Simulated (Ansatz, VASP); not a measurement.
**One calculation of ZrB, two programs**

```xyz
2
Lattice="2.7155 0.0000 0.0000 0.0000 2.7155 0.0000 0.0000 0.0000 3.8150" Properties=species:S:1:pos:R:3 pbc="T T T"
Zr    0.0000    0.0000    0.0000
B     1.3578    1.3578    1.9075
```

Alike in both runs: task single point; functional PBEsol; k mesh 6 × 6 × 6; occupations gaussian, width 0.1 eV; no spin polarisation.

|  | VASP | Ansatz |
| --- | --- | --- |
| version | VASP 6.6.1 | Ansatz 0.2.0 |
| potentials or method | VASP PAW PBE potentials, release 64 (Zr_sv, B), cutoff 520 eV | scalar-relativistic, plane waves, PAW |
| valence electrons in the cell | 15 | 15 |

|  | VASP | Ansatz | Ansatz less VASP |
| --- | --- | --- | --- |
| gap on the k mesh at the Fermi level (eV) | none | none | - |
| pressure (GPa) | -6.6 | -6.8 | -0.20 |
| traceless stress, the component that is largest in VASP (GPa) | -23.86 | -23.79 | +0.069 |

VASP's potentials were made for PBE, not for PBEsol. A gap of «none» marks a metal or a gap that the smearing closes. With one functional, cell and mesh, what is left measures potentials, basis and numerics.

The k mesh is coarse, so the values compare programs but aren't converged.
